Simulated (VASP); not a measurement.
Input of a VASP 6.6.1 run:

File POSCAR:

```
HCl
1.0
    0.0000000000      2.8196250000      2.7375000000
    2.8196250000      0.0000000000      2.7375000000
    2.8196250000      2.8196250000      0.0000000000
H Cl
1 1
Direct
    0.0000000000      0.0000000000      0.0000000000
    0.5000000000      0.5000000000      0.5000000000
```

File INCAR.step1:

```
SYSTEM = HCl
PREC = Accurate
ENCUT = 520
ISMEAR = 0
SIGMA = 0.15
LREAL = .False.
LASPH = .True.
NELM = 80
NBANDS = 11
GGA = PE
ALGO = Normal
EDIFF = 1E-4
LWAVE = .True.
LCHARG = .False.
```

The input INCAR.step2:

```
SYSTEM = HCl
PREC = Accurate
ENCUT = 520
EDIFF = 1E-6
ISMEAR = 0
SIGMA = 0.15
LREAL = .False.
LASPH = .True.
NELM = 80
ALGO = Normal
ISIF = 2
LWAVE = .False.
LCHARG = .False.
METAGGA = R2SCAN
LMIXTAU = .True.
NBANDS = 11
ISTART = 1
```

File KPOINTS:

```
Automatic mesh
0
Gamma
  16 16 16
  0 0 0
```

Potentials or basis: VASP PAW PBE potentials, release 64 (H, Cl).

The run is started by

```console
$ cat potpaw_PBE.64/H/POTCAR potpaw_PBE.64/Cl/POTCAR > POTCAR
$ cp INCAR.step1 INCAR
$ mpirun -np 1 vasp_std > vasp.out
$ cp INCAR.step2 INCAR
$ mpirun -np 1 vasp_std > vasp.out
```

Task: Estimate the pressure.

Result: -9.7 GPa.

Stress tensor (GPa, compression positive):
```
 -8.92   0.00   0.00
  0.00  -8.92   0.00
  0.00   0.00 -11.32
```

Caveat: the cell differs from its parent crystal (strain +0.030 along x and y, +0.000 along z); the cell stands under tension; the PAW data sets were made with another functional, which shifts forces and pressure a little.
